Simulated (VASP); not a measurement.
The system is KI (rocksalt type).

```xyz
2
Lattice="0.0000 3.1295 3.1295 3.1295 0.0000 3.1295 3.1295 3.1295 0.0000" Properties=species:S:1:pos:R:3 pbc="T T T"
K     0.0000    0.0000    0.0000
I     3.1295    3.1295    3.1295
```

* Program: VASP 6.6.1
* Task: relaxation of cell and atoms
* Functional: PBE
* Potentials or basis: VASP PAW PBE potentials, release 64 (K_sv, I)
* Cutoff: 600 eV
* k mesh: 10 × 10 × 10
* Occupations: fermi-dirac, width 0.03 eV
* Spin: no spin polarisation

At the start: pressure 12.0 GPa; volume 30.65 Å³/atom.

Q: Where does the relaxation end?

A: Over 23 steps the energy falls by 394.0 meV/atom and the volume is 46.38 Å³/atom (+51.3 %); space group Fm-3m (No. 225, to 0.1 Å) before and after.

The path:
```tsv
step	energy change (eV)	largest force (eV/Å)	pressure (GPa)	volume (Å³)
1	0.0000	0.0000	11.96	61.30
2	-0.7537	0.0000	1.36	83.93
3	-0.7811	0.0000	0.55	88.62
4	-0.7777	0.0000	-0.54	98.52
5	-0.7879	0.0000	-0.05	93.25
6	-0.7879	0.0000	0.03	92.52
7	-0.7879	0.0000	0.04	92.52
8	-0.7879	0.0000	0.04	92.52
9	-0.7879	0.0000	0.04	92.52
10	-0.7879	0.0000	0.04	92.52
11	-0.7879	0.0000	0.04	92.52
12	-0.7879	0.0000	0.04	92.52
13	-0.7879	0.0000	0.04	92.52
14	-0.7879	0.0000	0.04	92.52
15	-0.7879	0.0000	0.04	92.52
16	-0.7879	0.0000	0.04	92.52
17	-0.7879	0.0000	0.04	92.52
18	-0.7879	0.0000	0.04	92.53
19	-0.7879	0.0000	0.03	92.54
20	-0.7879	0.0000	0.03	92.55
21	-0.7879	0.0000	0.03	92.58
22	-0.7879	0.0000	0.02	92.64
23	-0.7880	0.0000	0.01	92.75
```

Final structure:
```
K I
1.0
     0.00000    3.59281    3.59281
     3.59281    0.00000    3.59281
     3.59281    3.59281    0.00000
K I
1 1
Direct
  0.00000 0.00000 0.00000
  0.50000 0.50000 0.50000
```

Caveat: the volume moved by over 15 % at a fixed basis, so the end points are rough.
